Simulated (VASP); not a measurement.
# NbAu2 (P6/mmm) in VASP: notebook

NbAu2 is run at these levels: LDA; tasks: single point.

Everything below comes from runs of VASP 6.6.1. Logs are shortened: lines on timing, memory, paths and dates and some standing lists are left out, and cuts for length are marked.

## Step 1: The cell of the first run

Symmetry: P6/mmm, No. 191, hexagonal system. The conventional cell has a = 4.671 Å, b = 4.671 Å, c = 2.756 Å, α = 90.00°, β = 90.00°, γ = 120.00°. Nb (site symmetry 6/mmm) has 2 Nb at 2.76 Å and 12 Au at 3.03 Å within 3.6 Å. Au (site symmetry -6m2) has 5 Au at 2.70 to 2.76 Å and 6 Nb at 3.03 Å within 3.6 Å.

## Step 2: Single point, LDA

INCAR reads:

```
SYSTEM = NbAu2
ALGO = Normal
EDIFF = 1E-7
ENCUT = 520
GGA = CA
ISIF = 2
ISMEAR = -1
LASPH = .True.
LCHARG = .False.
LREAL = .False.
LWAVE = .False.
NBANDS = 24
NELM = 100
PREC = Accurate
SIGMA = 0.1
```

KPOINTS reads:

```
k-points
0
Gamma
  7 7 11
  0 0 0
```

POSCAR reads:

```
NbAu2
1.0
    4.6706648516      0.0000000000      0.0000000000
   -2.3353324258      4.0449173406      0.0000000000
    0.0000000000      0.0000000000      2.7557935784
Nb Au
1 2
Direct
    0.0000000000      0.0000000000      0.0000000000
    0.3333333333      0.6666666667      0.5000000000
    0.6666666667      0.3333333333      0.5000000000
```

Potentials or basis: VASP PAW LDA potentials, release 64 (Nb_sv, Au).

Started as:

```sh
$ cat potpaw_LDA.64/Nb_sv/POTCAR potpaw_LDA.64/Au/POTCAR > POTCAR
$ mpirun -np 1 vasp_std > vasp.out
```

OUTCAR:

```text
SYSTEM = NbAu2
   EDIFF = 1E-7
   ENCUT = 520
   GGA = CA
   ISIF = 2
   ISMEAR = -1
   LASPH = .True.
   LREAL = .False.
   NELM = 100
   PREC = Accurate

 ion  position               nearest neighbor table
   1  0.000  0.000  0.000-   2 3.03   3 3.03   2 3.03   3 3.03   3 3.03   3 3.03   2 3.03   2 3.03
                             3 3.03   3 3.03   2 3.03   2 3.03
   2  0.333  0.667  0.500-   3 2.70   3 2.70   3 2.70   1 3.03   1 3.03   1 3.03   1 3.03   1 3.03
                             1 3.03
   3  0.667  0.333  0.500-   2 2.70   2 2.70   2 2.70   1 3.03   1 3.03   1 3.03   1 3.03   1 3.03
                             1 3.03

  LATTYP: Found a hexagonal cell.
 ALAT       =     4.6706648516
 C/A-ratio  =     0.5900216920

  Lattice vectors:

 A1 = (   4.6706648516,   0.0000000000,   0.0000000000)
 A2 = (  -2.3353324258,   4.0449173406,   0.0000000000)
 A3 = (   0.0000000000,   0.0000000000,   2.7557935784)

Analysis of symmetry for initial positions (statically):
=====================================================================
 Subroutine PRICEL returns:
 Original cell was already a primitive cell.

 Routine SETGRP: Setting up the symmetry group for a
 hexagonal supercell.

 Subroutine GETGRP returns: Found 24 space group operations
 (whereof 24 operations were pure point group operations)
 out of a pool of 24 trial point group operations.

The static configuration has the point symmetry D_6h.

Analysis of symmetry for dynamics (positions and initial velocities):
=====================================================================
 Subroutine PRICEL returns:
 Original cell was already a primitive cell.

 Routine SETGRP: Setting up the symmetry group for a
 hexagonal supercell.

 Subroutine GETGRP returns: Found 24 space group operations
 (whereof 24 operations were pure point group operations)
 out of a pool of 24 trial point group operations.

The dynamic configuration has the point symmetry D_6h.

 Subroutine INISYM returns: Found 24 space group operations
 (whereof 24 operations are pure point group operations),
 and found     1 'primitive' translations

----------------------------------------------------------------------------------------

                                     Primitive cell
[... 87 lines left out ...]
   ISPIN  =      1    spin polarized calculation?
   LNONCOLLINEAR =      F non collinear calculations
   LSORBIT =      F    spin-orbit coupling
   LASPH  =      T    aspherical Exc in radial PAW
   ENCUT  =  520.0 eV  38.22 Ry    6.18 a.u.   8.68  8.68  5.12*2*pi/ulx,y,z
   NELM   =    100;   NELMIN=  2; NELMDL= -5     # of ELM steps
   EDIFF  = 0.1E-06   stopping-criterion for ELM
   LREAL  =      F    real-space projection
   EDIFFG = 0.1E-05   stopping-criterion for IOM
   NSW    =      0    number of steps for IOM
   IBRION =     -1    ionic relax: 0-MD 1-quasi-New 2-CG
   NFREE  =      0    steps in history (QN), initial steepest desc. (CG)
   ISIF   =      2    stress and relaxation
   ISYM   =      2    0-nonsym 1-usesym 2-fastsym
   POTIM  = 0.5000    time-step for ionic-motion
   TEBEG  =    0.0;   TEEND  =   0.0 temperature during run
   PSTRESS=    0.0 pullay stress
   NELECT =      35.0000    total number of electrons
   NUPDOWN=      -1.0000    fix difference up-down
   EMIN   =  10.00;   EMAX   =-10.00  energy-range for DOS
   EFERMI =   0.00;   METHOD = LEGACY
   ISMEAR =    -1;   SIGMA  =   0.10  broadening in eV -4-tet -1-fermi 0-gaus
   EFERMI_NEDOS =   21; number of points for ismear=-14 and -15
   IALGO  =     38    algorithm
   IMIX   =      4    mixing-type and parameters
     AMIX     =   0.40;   BMIX     =  1.00
     AMIX_MAG =   1.60;   BMIX_MAG =  1.00
  volume/ion in A,a.u.               =      17.35       117.11
  Fermi-wavevector in a.u.,A,eV,Ry     =   1.434121  2.710096 27.983149  2.056703
  Thomas-Fermi vector in A             =   2.553564
   LORBIT       =      0    0 simple, 1 ext, 2 COOP (PROOUT), +10 PAW based schemes
   GGA     = CA    functional components
   LHFCALC =     F    Hartree Fock is set to
   AEXX    =    0.0000 exact exchange contribution
   IVDW    =     0    specifies the selected vdW correction
   LEPSILON=     F    determine dielectric tensor
   LRPA    =     F    only Hartree local field effects (RPA)
 non-spin polarized calculation
  energy-cutoff  :      520.00
  volume of cell :       52.06
 maximum number of plane-waves:      1426
 NGX is ok and might be reduce to    36
   NGX = 17   NGY = 17   NGZ = 11

 number of electron      34.9999997 magnetization

 Free energy of the ion-electron system (eV)
  ---------------------------------------------------
  ext. energy  EPLUGINS =         0.00000000
  ---------------------------------------------------
  free energy    TOTEN  =       -20.73161199 eV

  energy without entropy =      -20.70426107  energy(sigma->0) =      -20.71793653

 E-fermi :  10.6150     XC(G=0): -12.9036

 val. band max:       10.6077760749   @ k =   0.4286   0.1429   0.4545
 cond. band min:      10.6673700324   @ k =   0.2857   0.2857   0.3636
 fundamental gap:      0.0595939576
 Fermi energy:        10.6150355689

 k-point     1 :       0.0000    0.0000    0.0000
  band No.  band energies     occupation
      1     -44.7210      2.00000
      2     -21.0004      2.00000
      3     -21.0004      2.00000
      4     -20.0845      2.00000
      5       1.0327      2.00000
      6       3.4659      2.00000
[... 637 lines left out ...]
     23      19.3779      0.00000
     24      19.8155      0.00000

 [... further k-points ...]

------------------------ aborting loop because EDIFF is reached ----------------------------------------

  FORCE on cell =-STRESS in cart. coord.  units (eV):
  Direction    XX          YY          ZZ          XY          YZ          ZX
  --------------------------------------------------------------------------------------
  -------------------------------------------------------------------------------------
  Total       -3.2001596     -3.2001642     -3.3455284      0.0000000      0.0000000      0.0000000
  in kB      -98.4798046    -98.4799471   -102.9532966      0.0000000      0.0000000      0.0000000
  external PRESSURE =     -99.9710161 kB  Pullay stress =       0.0000000 kB

 VOLUME and BASIS-vectors are now :
 -----------------------------------------------------------------------------
  energy-cutoff  :      520.00
  volume of cell :       52.06
      direct lattice vectors                 reciprocal lattice vectors
     4.670664852  0.000000000  0.000000000     0.214102281  0.123611920  0.000000000
    -2.335332426  4.044917341  0.000000000     0.000000000  0.247223841  0.000000000
     0.000000000  0.000000000  2.755793578     0.000000000  0.000000000  0.362871881

 POSITION                                       TOTAL-FORCE (eV/Angst)
 -----------------------------------------------------------------------------------
      0.00000      0.00000      0.00000         0.000000      0.000000      0.000000
     -0.00000      2.69661      1.37790        -0.000000     -0.000000      0.000000
      2.33533      1.34831      1.37790         0.000000      0.000000      0.000000
 -----------------------------------------------------------------------------------
    total drift:                                0.000000      0.000000     -0.000000

  FREE ENERGIE OF THE ION-ELECTRON SYSTEM (eV)
  ---------------------------------------------------
  free  energy   TOTEN  =       -20.7316119886 eV

  energy  without entropy=      -20.7042610691  energy(sigma->0) =      -20.71793653
```

OSZICAR:

```text
N       E                     dE             d eps       ncg     rms          rms(c)
DAV:   1     0.295597881102E+03    0.29560E+03   -0.18142E+04  2304   0.145E+03
DAV:   2    -0.975059921583E+01   -0.30535E+03   -0.29315E+03  2712   0.449E+02
DAV:   3    -0.223094088676E+02   -0.12559E+02   -0.12306E+02  3680   0.787E+01
DAV:   4    -0.227418900666E+02   -0.43248E+00   -0.43136E+00  3080   0.129E+01
DAV:   5    -0.227559641752E+02   -0.14074E-01   -0.14071E-01  3560   0.233E+00    0.145E+01
DAV:   6    -0.210130507016E+02    0.17429E+01   -0.51046E+00  2488   0.182E+01    0.899E+00
DAV:   7    -0.207903641679E+02    0.22269E+00   -0.99707E-01  3488   0.846E+00    0.408E+00
DAV:   8    -0.207374965546E+02    0.52868E-01   -0.18021E-01  2648   0.354E+00    0.235E+00
DAV:   9    -0.207321904247E+02    0.53061E-02   -0.19610E-02  3144   0.121E+00    0.385E-01
DAV:  10    -0.207316225913E+02    0.56783E-03   -0.19599E-03  3152   0.392E-01    0.102E-01
DAV:  11    -0.207316122132E+02    0.10378E-04   -0.14356E-04  3000   0.888E-02    0.252E-02
DAV:  12    -0.207316119584E+02    0.25482E-06   -0.11660E-05  3504   0.271E-02    0.962E-03
DAV:  13    -0.207316119886E+02   -0.30170E-07   -0.98584E-07  2904   0.114E-02
   1 F= -.20731612E+02 E0= -.20717937E+02  d E =-.273509E-01
```

It took 47 s on 1 thread of Intel Xeon 6975P-C, shared host; peak memory 0.19 GiB.

What came out:

```yaml
Free_energy: -20.7316 eV
Pressure: -10.0 GPa
```

Stress tensor (GPa, compression positive):
```
 -9.85   0.00   0.00
  0.00  -9.85   0.00
  0.00   0.00 -10.30
```

Caveat: spin-orbit coupling is left out, which moves the levels of the heavy elements.

## Step 3: Single point, LDA

This run uses another cell than the first one, of 17.69 Å³/atom, 1.019 times its volume.

INCAR reads:

```
PREC = Accurate ; ENCUT = 520
EDIFF = 1E-6 ; ISMEAR = -1
SIGMA = 0.1 ; LREAL = False
LASPH = True ; NELM = 60
ALGO = Normal ; ISIF = 2
LWAVE = False ; LCHARG = False
GGA = CA ; NBANDS = 24
```

KPOINTS reads:

```
regular mesh
0
Gamma
  7 7 11
```

POSCAR reads:

```
NbAu2
1.0
    4.7004151114      0.0000000000      0.0000000000
   -2.3502075557      4.0706818400      0.0000000000
    0.0000000000      0.0000000000      2.7733468770
Nb Au
1 2
Direct
    0.0000000000      0.0000000000      0.0000000000
    0.3333333333      0.6666666667      0.5000000000
    0.6666666667      0.3333333333      0.5000000000
```

Potentials or basis: VASP PAW LDA potentials, release 64 (Nb_sv, Au).

Started as:

```sh
$ cat potpaw_LDA.64/Nb_sv/POTCAR potpaw_LDA.64/Au/POTCAR > POTCAR
$ mpirun -np 1 vasp_std > vasp.out
```

OUTCAR:

```text
PREC = Accurate
   ENCUT = 520
   EDIFF = 1E-6
   ISMEAR = -1
   LREAL = False
   LASPH = True
   NELM = 60
   ISIF = 2
   GGA = CA

 ion  position               nearest neighbor table
   1  0.000  0.000  0.000-   2 3.05   3 3.05   2 3.05   3 3.05   3 3.05   3 3.05   2 3.05   2 3.05
                             3 3.05   3 3.05   2 3.05   2 3.05
   2  0.333  0.667  0.500-   3 2.71   3 2.71   3 2.71   1 3.05   1 3.05   1 3.05   1 3.05   1 3.05
                             1 3.05
   3  0.667  0.333  0.500-   2 2.71   2 2.71   2 2.71   1 3.05   1 3.05   1 3.05   1 3.05   1 3.05
                             1 3.05

[... 846 lines left out ...]
  Direction    XX          YY          ZZ          XY          YZ          ZX
  --------------------------------------------------------------------------------------
  -------------------------------------------------------------------------------------
  Total       -4.2613320     -4.2613382     -4.4209741      0.0000000      0.0000000      0.0000000
  in kB     -128.6614352   -128.6616214   -133.4814732      0.0000000      0.0000000      0.0000000
  external PRESSURE =    -130.2681766 kB  Pullay stress =       0.0000000 kB

 VOLUME and BASIS-vectors are now :
 -----------------------------------------------------------------------------
  energy-cutoff  :      520.00
  volume of cell :       53.06
      direct lattice vectors                 reciprocal lattice vectors
     4.700415111  0.000000000  0.000000000     0.212747167  0.122829545  0.000000000
    -2.350207556  4.070681840  0.000000000     0.000000000  0.245659091  0.000000000
     0.000000000  0.000000000  2.773346877     0.000000000  0.000000000  0.360575162

 POSITION                                       TOTAL-FORCE (eV/Angst)
 -----------------------------------------------------------------------------------
      0.00000      0.00000      0.00000        -0.000000      0.000000      0.000000
     -0.00000      2.71379      1.38667         0.000000      0.000000     -0.000000
      2.35021      1.35689      1.38667        -0.000000     -0.000000      0.000000
 -----------------------------------------------------------------------------------
    total drift:                                0.000000      0.000000     -0.000000

  FREE ENERGIE OF THE ION-ELECTRON SYSTEM (eV)
  ---------------------------------------------------
  free  energy   TOTEN  =       -20.6602276256 eV

  energy  without entropy=      -20.6316300173  energy(sigma->0) =      -20.64592882
```

It took 48 s on 1 thread of Intel Xeon 6975P-C, shared host; peak memory 0.19 GiB.

Results:

- Free energy: -20.6602 eV
- Pressure: -13.0 GPa

Caveat: spin-orbit coupling is left out, which moves the levels of the heavy elements.
